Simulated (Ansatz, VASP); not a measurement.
# One calculation of Sn, two programs

```xyz
2
Lattice="0.0000 3.2781 3.2456 3.2131 0.0000 3.2456 3.2131 3.2781 0.0000" Properties=species:S:1:pos:R:3 pbc="T T T"
Sn    3.2131    3.2781    3.2456
Sn    4.8197    4.9171    4.8684
```

Change from the starting cell: strain -0.0100 x Voigt [1, -1, 0, 0, 0, 0], atoms carried along.

Alike in both runs: task single point; functional PBEsol; k mesh 12 × 12 × 12; occupations gaussian, width 0.15 eV; no spin polarisation.

|  | VASP | Ansatz |
| --- | --- | --- |
| version | VASP 6.6.1 | Ansatz 0.2.0 |
| potentials or method | VASP PAW PBE potentials, release 64 (Sn_d), cutoff 520 eV | scalar-relativistic, plane waves, PAW |
| valence electrons in the cell | 28 | 28 |

VASP gave:

| Property | Result |
| --- | --- |
| gap on the k mesh at the Fermi level (eV) | none |
| pressure (GPa) | 0.9 |
| traceless stress, the component that is largest in VASP (GPa) | -0.31 |

Q: What did Ansatz give for the same quantities?

A: gap on the k mesh at the Fermi level (eV): none; pressure (GPa): 1.0; traceless stress, the component that is largest in VASP (GPa): -0.30.

VASP's potentials were made for PBE, not for PBEsol. A gap of «none» marks a metal or a gap that the smearing closes.
